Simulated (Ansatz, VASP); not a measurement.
## ScHg in VASP and in Ansatz

```
Sc Hg
1.0
     3.42605    0.00000    0.00000
     0.00000    3.42605    0.00000
     0.00000    0.00000    3.42605
Sc Hg
1 1
Direct
  0.50000 0.50000 0.50000
  0.00000 0.00000 0.00000
```

Alike in both runs: task single point; functional LDA; k mesh 10 × 10 × 10; occupations fermi-dirac, width 0.05 eV; non-collinear spin, spin-orbit coupling.

|  | VASP | Ansatz |
| --- | --- | --- |
| version | VASP 6.6.1 | Ansatz 0.2.0 |
| potentials or method | VASP PAW LDA potentials, release 64 (Sc_sv, Hg) | PAW with Ansatz's default frozen-core files, fully relativistic files with spin-orbit coupling |
| plane-wave cutoff (eV) | 520 | 420 |
| valence electrons in the cell | 23 | 31 |

Ansatz gave:

* pressure (GPa): -0.9

Q: What did VASP give for the same quantities?

A: Pressure (GPa): 0.0.

LDA's correlation is that of Perdew and Zunger in VASP and of Perdew and Wang (1992) in Ansatz. VASP's potentials hold 23 valence electrons a cell and Ansatz's 31, so a difference there can come from the potentials and not from the codes.
